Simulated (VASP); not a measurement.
HfO2: relaxation of cell and atoms with PBE+U

Crystal: HfO2.

```
Hf O
1.0
     0.00000    2.55750    2.55750
     2.55750    0.00000    2.55750
     2.55750    2.55750    0.00000
Hf O
1 2
Direct
  0.00000 0.00000 0.00000
  0.75000 0.75000 0.75000
  0.25000 0.25000 0.25000
```

| Property | Result |
| --- | --- |
| Program | VASP 6.6.1 |
| Task | relaxation of cell and atoms |
| Functional | PBE |
| Potentials or basis | VASP PAW PBE potentials, release 64 (Hf_pv, O) |
| Cutoff | 600 eV |
| k mesh | 9 × 9 × 9 |
| Occupations | fermi-dirac, width 0.05 eV |
| Spin | no spin polarisation |
| Hubbard terms | Hf d U = 8.0 eV |
| Dipole correction | no |
| Further INCAR settings | ALGO = Normal; EDIFF = 1e-06; IBRION = 2; EDIFFG = -0.01; NSW = 60; ISIF = 3 |

```json
{
 "Relaxed volume": "11.86 Å³/atom",
 "Relaxed cell": "a = 3.691 Å, b = 3.691 Å, c = 3.691 Å, α = 60.00°, β = 60.00°, γ = 60.00°",
 "Space group after relaxing (to 0.1 Å)": "Fm-3m (No. 225)",
 "Energy gained by relaxing": "32.2 meV/atom",
 "Ionic steps": "3",
 "Pressure after relaxing": "0.0 GPa",
 "Band gap on the k mesh": "4.65 eV (least direct gap 4.77 eV)"
}
```

The path:
```
step  energy change (eV)  largest force (eV/Å)  pressure (GPa)  volume (Å³)
   1              0.0000                0.0000           15.48        33.46
   2              0.0951                0.0000          -15.96        38.95
   3             -0.0965                0.0000           -0.04        35.57
```

Final structure:
```
Hf O
1.0
     0.00000    2.61022    2.61022
     2.61022    0.00000    2.61022
     2.61022    2.61022    0.00000
Hf O
1 2
Direct
  0.00000 0.00000 0.00000
  0.75000 0.75000 0.75000
  0.25000 0.25000 0.25000
```

Levels at points of the mesh, in eV from the valence-band top:
```tsv
k point	band 9	band 10	band 11	band 12	band 13	band 14
(0.00, 0.00, 0.00)	-0.56	-0.56	-0.56	4.76	5.58	5.58
```

Eigenvalues of the final occupation matrices:
| site | spin | trace | eigenvalues |
| --- | --- | --- | --- |
| site 1 d | 1 | 0.49 | 0.04 0.04 0.14 0.14 0.14 |
| site 1 d | 2 | 0.49 | 0.04 0.04 0.14 0.14 0.14 |

Wall time 27 s on 1 thread of Intel(R) Xeon(R) 6975P-C (Granite Rapids), on a shared host, peak memory 0.19 GiB.

Caveat: spin-orbit coupling is left out, which moves the levels of the heavy elements; an odd mesh through Γ misses points on the zone boundary, where band edges can lie.
